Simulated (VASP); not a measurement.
Write the native input for VASP 6.6.1 that does the following.

```yaml
Task: relaxation of cell and atoms
Functional: PBE
Potentials_or_basis: VASP PAW PBE potentials, release 64 (Al)
Cutoff: 600 eV
k_mesh: 20 × 20 × 20
Occupations: gaussian, width 0.1 eV
Spin: no spin polarisation
Dipole_correction: no
Further_INCAR_settings: ALGO = Fast; EDIFF = 1e-06; IBRION = 2; EDIFFG = -0.01; NSW = 100; ISIF = 3
```

The structure of Al lies in POSCAR:

```
Al
1.0
   -1.4240770500      2.0445978800      4.2651814900
    1.4240770500     -2.0445978800      4.2651814900
    1.4240770500      2.0445978800     -4.2651814900
Al
3
Direct
    0.0000000000      0.0000000000      0.0000000000
    0.3347968800      0.3347968800      0.0000000000
    0.6652031200      0.6652031200      0.0000000000
```

The input as run:

INCAR

```
ALGO = Fast
EDIFF = 1E-6
EDIFFG = -0.01
ENCUT = 600
GGA = PE
IBRION = 2
ISIF = 3
ISMEAR = 0
LASPH = T
LCHARG = F
LREAL = F
LWAVE = F
NELM = 60
NSW = 100
PREC = Accurate
SIGMA = 0.1
```

KPOINTS

```
k-points
0
Gamma
  20 20 20
```

Potentials or basis: VASP PAW PBE potentials, release 64 (Al).

Run with:

```sh
$ cat potpaw_PBE.64/Al/POTCAR > POTCAR
$ mpirun -np 1 vasp_std > vasp.out
```

It gave:

```json
{
 "Relaxed volume": "16.49 Å³/atom",
 "Relaxed cell": "a = 4.949 Å, b = 4.949 Å, c = 4.949 Å, α = 146.67°, β = 131.45°, γ = 60.17°",
 "Space group after relaxing (to 0.1 Å)": "Fm-3m (No. 225)",
 "Energy gained by relaxing": "0.6 meV/atom",
 "Ionic steps": "5",
 "Pressure after relaxing": "0.0 GPa",
 "Band gap on the k mesh": "zero (an odd number of electrons rules out a gap without spin polarisation)"
}
```

Wall time 42 min on 1 thread of Oxide Virtual Turin-like Processor, on a shared host, peak memory 0.62 GiB.
